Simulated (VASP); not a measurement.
# Ag (P6_3/mmc) in VASP: notebook

Ag is run at these levels: r2SCAN; tasks: single point.

Everything below comes from runs of VASP 6.6.1. Logs are shortened: lines on timing, memory, paths and dates and some standing lists are left out, and cuts for length are marked.

## Step 1: The cell of the first run

Symmetry: P6_3/mmc, No. 194, hexagonal system. Conventional cell: a = 2.886 Å, b = 2.886 Å, c = 10.000 Å, α = 90.00°, β = 90.00°, γ = 120.00°. Within 3.8 Å of Ag (site symmetry -6m2) lie 12 Ag at 2.89 to 3.00 Å. Within 3.8 Å of Ag (site symmetry -3m) lie 12 Ag at 2.89 to 3.00 Å.

## Step 2: Single point, r2SCAN

The input, POSCAR:

```
Ag
1.0
    2.8862000000      0.0000000000      0.0000000000
   -1.4431000000      2.4995230000      0.0000000000
    0.0000000000      0.0000000000     10.0000000000
Ag
4
Direct
    0.3333333333      0.6666666667      0.2500000000
    0.6666666667      0.3333333333      0.7500000000
    0.0000000000      0.0000000000      0.0000000000
    0.0000000000      0.0000000000      0.5000000000
```

The input, INCAR.step1:

```
SYSTEM = Ag
  PREC = Accurate
  ENCUT = 520
  ISMEAR = -1
  SIGMA = 0.25
  LREAL = .FALSE.
  LASPH = .TRUE.
  NELM = 60
  NBANDS = 30
  GGA = PE
  ALGO = Normal
  EDIFF = 1E-4
  LWAVE = .TRUE.
  LCHARG = .FALSE.
```

The input, INCAR.step2:

```
SYSTEM = Ag
  PREC = Accurate
  ENCUT = 520
  EDIFF = 1E-6
  ISMEAR = -1
  SIGMA = 0.25
  LREAL = .FALSE.
  LASPH = .TRUE.
  NELM = 60
  ALGO = Normal
  ISIF = 2
  LWAVE = .FALSE.
  LCHARG = .FALSE.
  METAGGA = R2SCAN
  LMIXTAU = .TRUE.
  NBANDS = 30
  ISTART = 1
```

The input, KPOINTS:

```
Automatic mesh
0
G
  10 10 3
  0 0 0
```

Potentials or basis: VASP PAW PBE potentials, release 64 (Ag).

On the command line:

```sh
$ cat potpaw_PBE.64/Ag/POTCAR > POTCAR
$ cp INCAR.step1 INCAR
$ mpirun -np 1 vasp_std > vasp.out
$ cp INCAR.step2 INCAR
$ mpirun -np 1 vasp_std > vasp.out
```

OUTCAR:

```text
SYSTEM = Ag
   PREC = Accurate
   ENCUT = 520
   EDIFF = 1E-6
   ISMEAR = -1
   LREAL = .FALSE.
   LASPH = .TRUE.
   NELM = 60
   ISIF = 2
   METAGGA = R2SCAN
   ISTART = 1

 ion  position               nearest neighbor table
   1  0.333  0.667  0.250-   3 3.00   4 3.00   3 3.00   4 3.00   3 3.00   4 3.00
   2  0.667  0.333  0.750-   3 3.00   4 3.00   3 3.00   4 3.00   3 3.00   4 3.00
   3  0.000  0.000  0.000-   1 3.00   2 3.00   2 3.00   1 3.00   2 3.00   1 3.00
   4  0.000  0.000  0.500-   1 3.00   2 3.00   2 3.00   1 3.00   2 3.00   1 3.00

  LATTYP: Found a hexagonal cell.
 ALAT       =     2.8862000000
 C/A-ratio  =     3.4647633567

  Lattice vectors:

 A1 = (   2.8862000000,   0.0000000000,   0.0000000000)
 A2 = (  -1.4431000000,   2.4995230000,   0.0000000000)
 A3 = (   0.0000000000,   0.0000000000,  10.0000000000)

Analysis of symmetry for initial positions (statically):
=====================================================================
 Subroutine PRICEL returns:
 Original cell was already a primitive cell.

 Routine SETGRP: Setting up the symmetry group for a
 hexagonal supercell.

 Subroutine GETGRP returns: Found 24 space group operations
 (whereof 12 operations were pure point group operations)
 out of a pool of 24 trial point group operations.

The static configuration has the point symmetry D_3d.
 The point group associated with its full space group is D_6h.

Analysis of symmetry for dynamics (positions and initial velocities):
=====================================================================
 Subroutine PRICEL returns:
 Original cell was already a primitive cell.

 Routine SETGRP: Setting up the symmetry group for a
 hexagonal supercell.

 Subroutine GETGRP returns: Found 24 space group operations
 (whereof 12 operations were pure point group operations)
 out of a pool of 24 trial point group operations.

The dynamic configuration has the point symmetry D_3d.
 The point group associated with its full space group is D_6h.

 Subroutine INISYM returns: Found 24 space group operations
 (whereof 12 operations are pure point group operations),
 and found     1 'primitive' translations

----------------------------------------------------------------------------------------

                                     Primitive cell
[... 85 lines left out ...]
 SYSTEM =  Ag
   PREC   = accura    normal or accurate (medium, high low for compatibility)
   ISTART =      1    job   : 0-new  1-cont  2-samecut
   ICHARG =      0    charge: 1-file 2-atom 10-const
   ISPIN  =      1    spin polarized calculation?
   LNONCOLLINEAR =      F non collinear calculations
   LSORBIT =      F    spin-orbit coupling
   LASPH  =      T    aspherical Exc in radial PAW
   ENCUT  =  520.0 eV  38.22 Ry    6.18 a.u.   5.37  5.37 18.59*2*pi/ulx,y,z
   NELM   =     60;   NELMIN=  2; NELMDL=  0     # of ELM steps
   EDIFF  = 0.1E-05   stopping-criterion for ELM
   LREAL  =      F    real-space projection
   EDIFFG = 0.1E-04   stopping-criterion for IOM
   NSW    =      0    number of steps for IOM
   IBRION =     -1    ionic relax: 0-MD 1-quasi-New 2-CG
   NFREE  =      0    steps in history (QN), initial steepest desc. (CG)
   ISIF   =      2    stress and relaxation
   ISYM   =      2    0-nonsym 1-usesym 2-fastsym
   POTIM  = 0.5000    time-step for ionic-motion
   TEBEG  =    0.0;   TEEND  =   0.0 temperature during run
   PSTRESS=    0.0 pullay stress
   NELECT =      44.0000    total number of electrons
   NUPDOWN=      -1.0000    fix difference up-down
   EMIN   =  10.00;   EMAX   =-10.00  energy-range for DOS
   EFERMI =   0.00;   METHOD = LEGACY
   ISMEAR =    -1;   SIGMA  =   0.25  broadening in eV -4-tet -1-fermi 0-gaus
   EFERMI_NEDOS =   21; number of points for ismear=-14 and -15
   IALGO  =     38    algorithm
   IMIX   =      4    mixing-type and parameters
     AMIX     =   0.40;   BMIX     =  1.00
     AMIX_MAG =   1.60;   BMIX_MAG =  1.00
  volume/ion in A,a.u.               =      18.04       121.71
  Fermi-wavevector in a.u.,A,eV,Ry     =   1.388347  2.623594 26.225311  1.927506
  Thomas-Fermi vector in A             =   2.512481
   LORBIT       =      0    0 simple, 1 ext, 2 COOP (PROOUT), +10 PAW based schemes
   METAGGA = R2SCAN    functional components
   LHFCALC =     F    Hartree Fock is set to
   AEXX    =    0.0000 exact exchange contribution
   IVDW    =     0    specifies the selected vdW correction
   LEPSILON=     F    determine dielectric tensor
   LRPA    =     F    only Hartree local field effects (RPA)
 non-spin polarized calculation
  energy-cutoff  :      520.00
  volume of cell :       72.14
 maximum number of plane-waves:      1993
 NGX is ok and might be reduce to    24
   NGX = 11   NGY = 11   NGZ = 37

 number of electron      43.9999998 magnetization

 Free energy of the ion-electron system (eV)
  ---------------------------------------------------
  ext. energy  EPLUGINS =         0.00000000
  ---------------------------------------------------
  free energy    TOTEN  =       -85.44309816 eV

  energy without entropy =      -85.21159950  energy(sigma->0) =      -85.32734883

 E-fermi :   7.7091     XC(G=0): -12.5778

 val. band max:        7.6220462728   @ k =   0.4000   0.1000   0.3333
 cond. band min:       7.7821490045   @ k =   0.2000   0.0000   0.3333
 fundamental gap:      0.1601027316
 Fermi energy:         7.7091412477

 k-point     1 :       0.0000    0.0000    0.0000
  band No.  band energies     occupation
      1       0.1395      2.00000
      2       1.2331      2.00000
      3       1.2467      2.00000
      4       1.2483      2.00000
      5       2.5073      2.00000
      6       2.7466      2.00000
[... 781 lines left out ...]
     29      17.0770      0.00000
     30      18.0447      0.00000

 [... further k-points ...]
[... 5 lines left out ...]
  --------------------------------------------------------------------------------------
  -------------------------------------------------------------------------------------
  Total       -0.6670981     -0.6670984     -2.8909459      0.0000000     -0.0000000      0.0000000
  in kB      -14.8155140    -14.8155197    -64.2047239      0.0000000     -0.0000000      0.0000000
  external PRESSURE =     -31.2785859 kB  Pullay stress =       0.0000000 kB

 VOLUME and BASIS-vectors are now :
 -----------------------------------------------------------------------------
  energy-cutoff  :      520.00
  volume of cell :       72.14
      direct lattice vectors                 reciprocal lattice vectors
     2.886200000  0.000000000  0.000000000     0.346476336  0.200038167  0.000000000
    -1.443100000  2.499523000  0.000000000     0.000000000  0.400076335  0.000000000
     0.000000000  0.000000000 10.000000000     0.000000000  0.000000000  0.100000000

 POSITION                                       TOTAL-FORCE (eV/Angst)
 -----------------------------------------------------------------------------------
     -0.00000      1.66635      2.50000        -0.000000     -0.000000     -0.000000
      1.44310      0.83317      7.50000         0.000000      0.000000     -0.000000
      0.00000      0.00000      0.00000        -0.000000      0.000000      0.000000
      0.00000      0.00000      5.00000        -0.000000      0.000000      0.000000
 -----------------------------------------------------------------------------------
    total drift:                               -0.000000      0.000000     -0.000000

  FREE ENERGIE OF THE ION-ELECTRON SYSTEM (eV)
  ---------------------------------------------------
  free  energy   TOTEN  =       -85.4430981564 eV

  energy  without entropy=      -85.2115994998  energy(sigma->0) =      -85.32734883
```

OUTCAR.step1:

```text
SYSTEM = Ag
   PREC = Accurate
   ENCUT = 520
   ISMEAR = -1
   LREAL = .FALSE.
   LASPH = .TRUE.
   NELM = 60
[... 1022 lines left out ...]
      1.44310      0.83317      7.50000        -0.000000     -0.000000     -0.000000
      0.00000      0.00000      0.00000        -0.000000      0.000000      0.000000
      0.00000      0.00000      5.00000        -0.000000      0.000000      0.000000
 -----------------------------------------------------------------------------------
    total drift:                               -0.000000      0.000000     -0.000000

  FREE ENERGIE OF THE ION-ELECTRON SYSTEM (eV)
  ---------------------------------------------------
  free  energy   TOTEN  =       -10.9193500974 eV

  energy  without entropy=      -10.6771935598  energy(sigma->0) =      -10.79827183
```

OSZICAR.step1:

```text
N       E                     dE             d eps       ncg     rms          rms(c)
DAV:   1     0.294799926731E+03    0.29480E+03   -0.22671E+04  1696   0.144E+03
DAV:   2    -0.536247232984E+01   -0.30016E+03   -0.28418E+03  1734   0.331E+02
DAV:   3    -0.118443571183E+02   -0.64819E+01   -0.64428E+01  1932   0.550E+01
DAV:   4    -0.118745974214E+02   -0.30240E-01   -0.30235E-01  1824   0.368E+00
DAV:   5    -0.118749025536E+02   -0.30513E-03   -0.30513E-03  1908   0.400E-01    0.915E+00
DAV:   6    -0.109525865103E+02    0.92232E+00   -0.28681E+00  1806   0.138E+01    0.611E+00
DAV:   7    -0.109289352439E+02    0.23651E-01   -0.33707E-02  1836   0.118E+00    0.351E+00
DAV:   8    -0.109193283444E+02    0.96069E-02   -0.23969E-03  1860   0.343E-01    0.128E-01
DAV:   9    -0.109193500974E+02   -0.21753E-04   -0.51084E-05  1140   0.724E-02
   1 F= -.10919350E+02 E0= -.10798272E+02  d E =-.242157E+00
```

Run time: 92 s. Hardware: 1 thread of Intel Xeon 6975P-C (Granite Rapids), shared host; peak memory 0.22 GiB.

What came out:

* Free energy: -85.4431 eV
* Pressure: -3.1 GPa
* Band gap on the k mesh: zero (band 22 reaches 11.00 eV, above the bottom of band 23 at 4.28 eV)

Caveat: the PAW data sets were made with another functional, which shifts forces and pressure a little.

## Step 3: Single point, r2SCAN

POSCAR is that of step 2.

The input, INCAR.step1:

```
SYSTEM = Ag
ALGO     = Normal         ! electronic algorithm
EDIFF    = 1E-4           ! SCF threshold, eV
ENCUT    = 520            ! plane-wave cutoff, eV
GGA      = PE             ! functional
ISMEAR   = -1             ! smearing method
LASPH    = .True.         ! aspherical terms in the spheres
LCHARG   = .False.        ! write CHGCAR
LREAL    = .False.        ! projectors in reciprocal space
LWAVE    = .True.         ! write WAVECAR
NBANDS   = 30             ! bands
NELM     = 80             ! most SCF steps
PREC     = Accurate       ! precision mode
SIGMA    = 0.15           ! smearing width, eV
```

The input, INCAR.step2:

```
SYSTEM = Ag
ALGO     = Normal         ! electronic algorithm
EDIFF    = 1E-7           ! SCF threshold, eV
ENCUT    = 520            ! plane-wave cutoff, eV
ISIF     = 2              ! what is computed and relaxed
ISMEAR   = -1             ! smearing method
ISTART   = 1            
LASPH    = .True.         ! aspherical terms in the spheres
LCHARG   = .False.        ! write CHGCAR
LMIXTAU  = .True.       
LREAL    = .False.        ! projectors in reciprocal space
LWAVE    = .False.        ! write WAVECAR
METAGGA  = R2SCAN         ! meta-GGA
NBANDS   = 30             ! bands
NELM     = 80             ! most SCF steps
PREC     = Accurate       ! precision mode
SIGMA    = 0.15           ! smearing width, eV
```

The input, KPOINTS:

```
k-points
0
Gamma
  10 10 3
  0 0 0
```

Potentials or basis: VASP PAW PBE potentials, release 64 (Ag).

On the command line:

```sh
$ cat potpaw_PBE.64/Ag/POTCAR > POTCAR
$ cp INCAR.step1 INCAR
$ mpirun -np 1 vasp_std > vasp.out
$ cp INCAR.step2 INCAR
$ mpirun -np 1 vasp_std > vasp.out
```

It took 1.9 min on 1 thread of Intel Xeon 6975P-C (Granite Rapids), shared host; peak memory 0.23 GiB.

It converged, with:

| Property | Result |
| --- | --- |
| Free energy | -85.3662 eV |
| Pressure | -3.1 GPa |
| Band gap on the k mesh | zero (band 22 reaches 11.00 eV, above the bottom of band 23 at 4.28 eV) |

Stress tensor (GPa, compression positive):
```
-1.45  0.00  0.00
 0.00 -1.45  0.00
 0.00  0.00 -6.54
```

Levels at points of the mesh, in eV from the Fermi level:
```
           k point  band 19  band 20  band 21  band 22  band 23  band 24  band 25  band 26  band 27  band 28
(0.00, 0.00, 0.00)    -3.80    -3.69    -3.69    -3.37    -3.37    -0.60     2.58     9.83     9.84    16.20
(0.50, 0.00, 0.00)    -3.09    -3.06     0.10     0.95     1.16     1.72     4.33     4.35     7.08     7.61
```

Caveat: the PAW data sets were made with another functional, which shifts forces and pressure a little.

## Step 4: Single point, r2SCAN

POSCAR is that of step 3.

The input, INCAR.step1:

```
PREC = Accurate
ENCUT = 520
ISMEAR = -1
SIGMA = 0.1
LREAL = F
LASPH = T
NELM = 100
NBANDS = 30
GGA = PE
ALGO = Normal
EDIFF = 1E-4
LWAVE = T
LCHARG = F
```

The input, INCAR.step2:

```
PREC = Accurate
ENCUT = 520
EDIFF = 1E-6
ISMEAR = -1
SIGMA = 0.1
LREAL = F
LASPH = T
NELM = 100
ALGO = Normal
ISIF = 2
LWAVE = F
LCHARG = F
METAGGA = R2SCAN
LMIXTAU = T
NBANDS = 30
ISTART = 1
```

The input, KPOINTS:

```
regular mesh
0
Gamma
  10 10 3
```

On the command line:

```sh
$ cat potpaw_PBE.64/Ag/POTCAR > POTCAR
$ cp INCAR.step1 INCAR
$ mpirun -np 1 vasp_std > vasp.out
$ cp INCAR.step2 INCAR
$ mpirun -np 1 vasp_std > vasp.out
```

Wall time 93 s (1 thread of Intel Xeon 6975P-C (Granite Rapids), shared host); peak memory 0.22 GiB.

It converged, with:

| Item | Value |
| --- | --- |
| Free energy | -85.3405 eV |
| Pressure | -3.1 GPa |
| Band gap on the k mesh | zero (band 22 reaches 11.00 eV, above the bottom of band 23 at 4.28 eV) |

Stress tensor (GPa, compression positive):
```
-1.40  0.00  0.00
 0.00 -1.40  0.00
 0.00  0.00 -6.63
```

Levels at points of the mesh, in eV from the Fermi level:
```csv
k point,band 21,band 22,band 23,band 24,band 25,band 26
"(0.00, 0.00, 0.00)",-3.69,-3.37,-3.37,-0.60,2.59,9.83
"(0.50, 0.00, 0.00)",0.10,0.95,1.16,1.72,4.33,4.35
```

Caveat: the PAW data sets were made with another functional, which shifts forces and pressure a little.

## Step 5: The runs side by side

```tsv
smearing	gap on the mesh (eV)	pressure (GPa)
fermi-dirac 0.25 eV	none	-3.1
fermi-dirac 0.15 eV	none	-3.1
fermi-dirac 0.1 eV	none	-3.1
```

Alike in all rows: task single point; level r2SCAN; potentials or basis VASP PAW PBE potentials, release 64 (Ag); no spin polarisation; cell as given; k mesh 10 × 10 × 3; cutoff (eV) 520.

Every run on the cell as given and a fine mesh finds a metal.

Caveats: the PAW data sets were made with another functional, which shifts forces and pressure a little.

Absolute energies hang on the potentials; compare differences alone.
